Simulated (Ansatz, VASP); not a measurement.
**TiPt3: VASP beside Ansatz**

```
CELL_PARAMETERS angstrom
3.89700 0.00000 0.00000
0.00000 3.89700 0.00000
0.00000 0.00000 3.89700
ATOMIC_POSITIONS crystal
Pt 0.50000 0.50000 0.00000
Pt 0.50000 0.00000 0.50000
Pt 0.00000 0.50000 0.50000
Ti 0.00000 0.00000 0.00000
```

Alike in both runs: functional PBE; k mesh 7 × 7 × 7; occupations fermi-dirac, width 0.05 eV; no spin polarisation.

|  | VASP | Ansatz |
| --- | --- | --- |
| version | VASP 6.6.1 | Ansatz 0.2.0 |
| potentials or method | VASP PAW PBE potentials, release 64 (Pt, Ti_sv), cutoff 520 eV | all-electron LAPW, scalar-relativistic |
| task | single point | band structure |

|  | VASP | Ansatz | Ansatz less VASP |
| --- | --- | --- | --- |
| gap on the k mesh at the Fermi level (eV) | none | none | - |
| pressure (GPa) | 9.7 | 10.1 | +0.35 |

A gap of «none» marks a metal or a gap that the smearing closes. Ansatz ran all-electron here, and VASP with PAW potentials.

Neither program's run includes spin-orbit coupling.
